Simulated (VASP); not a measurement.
# Si in VASP: a series of runs

Runs on Si. Level: PBE. Tasks: single point.

All numbers are computed with VASP 6.6.1; they aren't measurements. Logs are shortened: lines on timing, memory, paths and dates and some standing lists are left out, and cuts for length are marked.

### Step 1. The cell of the first run

It takes space group Im-3m (No. 229, cubic). The conventional cell has a = 6.672 Å, b = 6.672 Å, c = 6.672 Å, α = 90.00°, β = 90.00°, γ = 90.00°. Si (site symmetry -4m2) has 4 Si at 2.36 Å within 3.1 Å.

### Step 2. Single point, PBE

INCAR reads:

```
SYSTEM = Si
  PREC = Accurate
  ENCUT = 520
  EDIFF = 1E-6
  ISMEAR = -1
  SIGMA = 0.05
  LREAL = .FALSE.
  LASPH = .TRUE.
  NELM = 80
  ALGO = Normal
  ISIF = 2
  LWAVE = .FALSE.
  LCHARG = .FALSE.
  GGA = PE
  NBANDS = 21
```

KPOINTS reads:

```
regular mesh
0
G
  6 6 6
  0 0 0
```

POSCAR reads:

```
Si
1.0
   -3.3360831900      3.3360831900      3.3360831900
    3.3360831900     -3.3360831900      3.3360831900
    3.3360831900      3.3360831900     -3.3360831900
Si
6
Direct
    0.5000000000      0.7500000000      0.2500000000
    0.2500000000      0.7500000000      0.5000000000
    0.2500000000      0.5000000000      0.7500000000
    0.5000000000      0.2500000000      0.7500000000
    0.7500000000      0.5000000000      0.2500000000
    0.7500000000      0.2500000000      0.5000000000
```

Potentials or basis: VASP PAW PBE potentials, release 64 (Si).

Launch:

```sh
$ cat potpaw_PBE.64/Si/POTCAR > POTCAR
$ mpirun -np 1 vasp_std > vasp.out
```

OUTCAR:

```text
SYSTEM = Si
   PREC = Accurate
   ENCUT = 520
   EDIFF = 1E-6
   ISMEAR = -1
   LREAL = .FALSE.
   LASPH = .TRUE.
   NELM = 80
   ISIF = 2
   GGA = PE

 ion  position               nearest neighbor table
   1  0.500  0.750  0.250-   2 2.36   5 2.36   6 2.36   3 2.36
   2  0.250  0.750  0.500-   1 2.36   3 2.36   4 2.36   5 2.36
   3  0.250  0.500  0.750-   1 2.36   2 2.36   4 2.36   6 2.36
   4  0.500  0.250  0.750-   3 2.36   5 2.36   6 2.36   2 2.36
   5  0.750  0.500  0.250-   1 2.36   2 2.36   6 2.36   4 2.36
   6  0.750  0.250  0.500-   3 2.36   4 2.36   5 2.36   1 2.36

  LATTYP: Found a body centered cubic cell.
 ALAT       =     6.6721663800

  Lattice vectors:

 A1 = (  -3.3360831900,   3.3360831900,   3.3360831900)
 A2 = (   3.3360831900,  -3.3360831900,   3.3360831900)
 A3 = (   3.3360831900,   3.3360831900,  -3.3360831900)

Analysis of symmetry for initial positions (statically):
=====================================================================
 Subroutine PRICEL returns:
 Original cell was already a primitive cell.

 Routine SETGRP: Setting up the symmetry group for a
 body centered cubic supercell.

 Subroutine GETGRP returns: Found 48 space group operations
 (whereof 48 operations were pure point group operations)
 out of a pool of 48 trial point group operations.

The static configuration has the point symmetry O_h .

Analysis of symmetry for dynamics (positions and initial velocities):
=====================================================================
 Subroutine PRICEL returns:
 Original cell was already a primitive cell.

 Routine SETGRP: Setting up the symmetry group for a
 body centered cubic supercell.

 Subroutine GETGRP returns: Found 48 space group operations
 (whereof 48 operations were pure point group operations)
 out of a pool of 48 trial point group operations.

The dynamic configuration has the point symmetry O_h .

 Subroutine INISYM returns: Found 48 space group operations
 (whereof 48 operations are pure point group operations),
 and found     1 'primitive' translations

----------------------------------------------------------------------------------------

                                     Primitive cell

  volume of cell :     148.5151

  direct lattice vectors                    reciprocal lattice vectors
    -3.336083190  3.336083190  3.336083190     0.000000000  0.149876358  0.149876358
     3.336083190 -3.336083190  3.336083190     0.149876358  0.000000000  0.149876358
     3.336083190  3.336083190 -3.336083190     0.149876358  0.149876358  0.000000000

  length of vectors
     5.778265583  5.778265583  5.778265583     0.211957179  0.211957179  0.211957179

  position of ions in fractional coordinates (direct lattice)
     0.500000000  0.750000000  0.250000000
     0.250000000  0.750000000  0.500000000
     0.250000000  0.500000000  0.750000000
     0.500000000  0.250000000  0.750000000
     0.750000000  0.500000000  0.250000000
     0.750000000  0.250000000  0.500000000

  ion indices of the primitive-cell ions
   primitive index   ion index
                 1           1
                 2           2
                 3           3
                 4           4
                 5           5
                 6           6

----------------------------------------------------------------------------------------

 KPOINTS: regular mesh

Automatic generation of k-mesh.
 Grid dimensions read from file:
 generate k-points for:    6    6    6

 Generating k-lattice:

  Cartesian coordinates                     Fractional coordinates (reciprocal lattice)
     0.000000000  0.024979393  0.024979393     0.166666667  0.000000000  0.000000000
     0.024979393  0.000000000  0.024979393     0.000000000  0.166666667  0.000000000
     0.024979393  0.024979393  0.000000000     0.000000000  0.000000000  0.166666667

  Length of vectors
     0.035326196  0.035326196  0.035326196

  Shift w.r.t. Gamma in fractional coordinates (k-lattice)
     0.000000000  0.000000000  0.000000000

 Subroutine IBZKPT returns following result:
 ===========================================

 Found     16 irreducible k-points:

 Following reciprocal coordinates:
            Coordinates               Weight
  0.000000  0.000000  0.000000      1.000000
  0.166667  0.000000  0.000000     12.000000
  0.333333  0.000000  0.000000     12.000000
  0.500000  0.000000  0.000000      6.000000
  0.166667  0.166667  0.000000     24.000000
  0.333333  0.166667 -0.000000     48.000000
[... 8 lines left out ...]
  0.500000  0.500000  0.333333     12.000000
  0.500000  0.500000  0.500000      1.000000
   k-points           NKPTS =     16   k-points in BZ     NKDIM =     16   number of bands    NBANDS=     21
   number of dos      NEDOS =    301   number of ions     NIONS =      6
   total plane-waves  NPLWV = 110592
   dimension x,y,z NGX =    48 NGY =   48 NGZ =   48
   dimension x,y,z NGXF=    96 NGYF=   96 NGZF=   96
   ions per type =               6
   NGX,Y,Z   is equivalent  to a cutoff of  13.81, 13.81, 13.81 a.u.
   NGXF,Y,Z  is equivalent  to a cutoff of  27.62, 27.62, 27.62 a.u.
 SYSTEM =  Si
   PREC   = accura    normal or accurate (medium, high low for compatibility)
   ISTART =      0    job   : 0-new  1-cont  2-samecut
   ICHARG =      2    charge: 1-file 2-atom 10-const
   ISPIN  =      1    spin polarized calculation?
   LNONCOLLINEAR =      F non collinear calculations
   LSORBIT =      F    spin-orbit coupling
   LASPH  =      T    aspherical Exc in radial PAW
   ENCUT  =  520.0 eV  38.22 Ry    6.18 a.u.  10.74 10.74 10.74*2*pi/ulx,y,z
   NELM   =     80;   NELMIN=  2; NELMDL= -5     # of ELM steps
   EDIFF  = 0.1E-05   stopping-criterion for ELM
   LREAL  =      F    real-space projection
   EDIFFG = 0.1E-04   stopping-criterion for IOM
   NSW    =      0    number of steps for IOM
   IBRION =     -1    ionic relax: 0-MD 1-quasi-New 2-CG
   NFREE  =      0    steps in history (QN), initial steepest desc. (CG)
   ISIF   =      2    stress and relaxation
   ISYM   =      2    0-nonsym 1-usesym 2-fastsym
   POTIM  = 0.5000    time-step for ionic-motion
   TEBEG  =    0.0;   TEEND  =   0.0 temperature during run
   PSTRESS=    0.0 pullay stress
   NELECT =      24.0000    total number of electrons
   NUPDOWN=      -1.0000    fix difference up-down
   EMIN   =  10.00;   EMAX   =-10.00  energy-range for DOS
   EFERMI =   0.00;   METHOD = LEGACY
   ISMEAR =    -1;   SIGMA  =   0.05  broadening in eV -4-tet -1-fermi 0-gaus
   EFERMI_NEDOS =   21; number of points for ismear=-14 and -15
   IALGO  =     38    algorithm
   IMIX   =      4    mixing-type and parameters
     AMIX     =   0.40;   BMIX     =  1.00
     AMIX_MAG =   1.60;   BMIX_MAG =  1.00
  volume/ion in A,a.u.               =      24.75       167.04
  Fermi-wavevector in a.u.,A,eV,Ry     =   0.891706  1.685080 10.818532  0.795140
  Thomas-Fermi vector in A             =   2.013561
   LORBIT       =      0    0 simple, 1 ext, 2 COOP (PROOUT), +10 PAW based schemes
   GGA     = PE    functional components
   LHFCALC =     F    Hartree Fock is set to
   AEXX    =    0.0000 exact exchange contribution
   IVDW    =     0    specifies the selected vdW correction
   LEPSILON=     F    determine dielectric tensor
   LRPA    =     F    only Hartree local field effects (RPA)
 non-spin polarized calculation
  energy-cutoff  :      520.00
  volume of cell :      148.52
 maximum number of plane-waves:      4034
 NGX is ok and might be reduce to    48
   NGX = 21   NGY = 21   NGZ = 21

 number of electron      23.9999999 magnetization

 Free energy of the ion-electron system (eV)
  ---------------------------------------------------
  ext. energy  EPLUGINS =         0.00000000
  ---------------------------------------------------
  free energy    TOTEN  =       -31.19272751 eV

  energy without entropy =      -31.18970626  energy(sigma->0) =      -31.19121688

 E-fermi :   4.0609     XC(G=0):  -8.1431

 val. band max:        4.0165893804   @ k =   0.5000   0.5000   0.5000
 cond. band min:       4.1326568795   @ k =  -0.3333   0.3333   0.3333
 fundamental gap:      0.1160674991
 Fermi energy:         4.0608517500

 k-point     1 :       0.0000    0.0000    0.0000
  band No.  band energies     occupation
      1      -7.7712      2.00000
      2      -3.2307      2.00000
      3      -3.2307      2.00000
      4      -3.0993      2.00000
      5      -3.0993      2.00000
      6      -3.0993      2.00000
[... 13 lines left out ...]
     20      10.7985      0.00000
     21      10.7985      0.00000

 k-point     2 :       0.1667    0.0000    0.0000
  band No.  band energies     occupation
      1      -7.6331      2.00000
      2      -4.3742      2.00000
      3      -3.7853      2.00000
      4      -3.1821      2.00000
      5      -2.3589      2.00000
      6      -1.9515      2.00000
[... 13 lines left out ...]
     20       9.8776      0.00000
     21      10.0269      0.00000

 k-point     3 :       0.3333    0.0000    0.0000
  band No.  band energies     occupation
      1      -7.2380      2.00000
      2      -5.4516      2.00000
      3      -4.1697      2.00000
      4      -3.3301      2.00000
      5      -1.4733      2.00000
      6      -0.8719      2.00000
[... 13 lines left out ...]
     20       8.8111      0.00000
     21       8.9660      0.00000

 k-point     4 :       0.5000    0.0000    0.0000
  band No.  band energies     occupation
      1      -6.8279      2.00000
      2      -6.0959      2.00000
      3      -4.3005      2.00000
      4      -3.3971      2.00000
      5      -0.9287      2.00000
      6      -0.2102      2.00000
[... 13 lines left out ...]
     20       8.1432      0.00000
     21      10.3755      0.00000

 k-point     5 :       0.1667    0.1667    0.0000
  band No.  band energies     occupation
      1      -7.3641      2.00000
      2      -5.0934      2.00000
      3      -4.3900      2.00000
      4      -2.8506      2.00000
      5      -2.1196      2.00000
      6      -0.9434      2.00000
[... 13 lines left out ...]
     20       9.2581      0.00000
     21       9.3868      0.00000

 k-point     6 :       0.3333    0.1667   -0.0000
  band No.  band energies     occupation
      1      -6.8804      2.00000
      2      -5.9089      2.00000
      3      -4.7370      2.00000
      4      -2.7868      2.00000
      5      -1.5623      2.00000
      6      -0.1151      2.00000
[... 13 lines left out ...]
     20       8.9181      0.00000
     21       9.6452      0.00000

 k-point     7 :       0.3333    0.3333    0.0000
  band No.  band energies     occupation
      1      -6.3803      2.00000
      2      -6.3803      2.00000
      3      -5.0812      2.00000
      4      -2.0393      2.00000
      5      -2.0393      2.00000
      6      -0.3710      2.00000
[... 13 lines left out ...]
     20       8.7294      0.00000
     21       8.9568      0.00000
[... 99 lines left out ...]
      1      -6.7150      2.00000
      2      -6.1368      2.00000
      3      -4.1885      2.00000
      4      -3.4985      2.00000
      5      -2.1365      2.00000
      6      -0.4160      2.00000
[... 13 lines left out ...]
     20       8.3203      0.00000
     21       9.3571      0.00000

 k-point    13 :      -0.3333    0.5000    0.1667
  band No.  band energies     occupation
      1      -6.6803      2.00000
      2      -6.0951      2.00000
      3      -4.3548      2.00000
      4      -3.1288      2.00000
      5      -2.7136      2.00000
      6      -0.6395      2.00000
[... 13 lines left out ...]
     20       8.6141      0.00000
     21       8.9670      0.00000

 k-point    14 :      -0.3333    0.3333    0.3333
  band No.  band energies     occupation
      1      -6.7877      2.00000
      2      -5.9015      2.00000
      3      -3.5984      2.00000
      4      -3.5984      2.00000
      5      -3.4774      2.00000
      6      -0.7927      2.00000
[... 13 lines left out ...]
     20       8.1325      0.00000
     21       8.4376      0.00000

 k-point    15 :       0.5000    0.5000    0.3333
  band No.  band energies     occupation
      1      -6.4353      2.00000
      2      -6.2131      2.00000
      3      -3.9224      2.00000
      4      -3.6741      2.00000
      5      -3.2733      2.00000
      6      -1.2192      2.00000
[... 13 lines left out ...]
     20       8.4816      0.00000
     21       8.5452      0.00000

 k-point    16 :       0.5000    0.5000    0.5000
  band No.  band energies     occupation
      1      -6.2490      2.00000
      2      -6.2490      2.00000
      3      -3.7517      2.00000
      4      -3.7517      2.00000
      5      -3.7517      2.00000
      6      -1.5865      2.00000
[... 13 lines left out ...]
     20       8.2657      0.00000
     21       8.8475      0.00000

------------------------ aborting loop because EDIFF is reached ----------------------------------------

  FORCE on cell =-STRESS in cart. coord.  units (eV):
  Direction    XX          YY          ZZ          XY          YZ          ZX
  --------------------------------------------------------------------------------------
  -------------------------------------------------------------------------------------
  Total        1.7521684      1.7521684      1.7521684      0.0000000      0.0000000      0.0000000
  in kB       18.9023507     18.9023507     18.9023507      0.0000000      0.0000000      0.0000000
  external PRESSURE =      18.9023507 kB  Pullay stress =       0.0000000 kB

 VOLUME and BASIS-vectors are now :
 -----------------------------------------------------------------------------
  energy-cutoff  :      520.00
  volume of cell :      148.52
      direct lattice vectors                 reciprocal lattice vectors
    -3.336083190  3.336083190  3.336083190     0.000000000  0.149876358  0.149876358
     3.336083190 -3.336083190  3.336083190     0.149876358  0.000000000  0.149876358
     3.336083190  3.336083190 -3.336083190     0.149876358  0.149876358  0.000000000

 POSITION                                       TOTAL-FORCE (eV/Angst)
 -----------------------------------------------------------------------------------
      1.66804      0.00000      3.33608         0.000000     -0.000000     -0.000000
      3.33608      0.00000      1.66804         0.000000     -0.000000     -0.000000
      3.33608      1.66804      0.00000         0.000000     -0.000000      0.000000
      1.66804      3.33608      0.00000         0.000000      0.000000     -0.000000
      0.00000      1.66804      3.33608        -0.000000     -0.000000     -0.000000
      0.00000      3.33608      1.66804        -0.000000      0.000000     -0.000000
 -----------------------------------------------------------------------------------
    total drift:                               -0.000000     -0.000000      0.000000

  FREE ENERGIE OF THE ION-ELECTRON SYSTEM (eV)
  ---------------------------------------------------
  free  energy   TOTEN  =       -31.1927275095 eV

  energy  without entropy=      -31.1897062605  energy(sigma->0) =      -31.19121688
```

It took 49 s on 1 thread of Intel Xeon Platinum 8559C (Emerald Rapids), shared host; peak memory 0.3 GiB.

Results:

- Free energy: -31.1927 eV
- Pressure: 1.9 GPa
- Band gap on the k mesh: 0.12 eV, indirect (least direct gap 0.35 eV)

Levels at points of the mesh, in eV from the valence-band top:
| k point | band 8 | band 9 | band 10 | band 11 | band 12 | band 13 | band 14 | band 15 | band 16 | band 17 |
| --- | --- | --- | --- | --- | --- | --- | --- | --- | --- | --- |
| (0.00, 0.00, 0.00) | -2.87 | -2.87 | -2.09 | -2.09 | -2.09 | 2.04 | 2.04 | 2.04 | 2.53 | 2.88 |
| (0.50, 0.00, 0.00) | -3.67 | -3.22 | -2.08 | -1.32 | -0.70 | 1.17 | 2.30 | 2.67 | 2.80 | 2.95 |
| (0.50, 0.50, 0.50) | -1.84 | -1.84 | 0.00 | 0.00 | 0.00 | 0.35 | 0.35 | 0.35 | 2.95 | 3.24 |

A k mesh can miss the band edges.

[end of part 1 of 2]
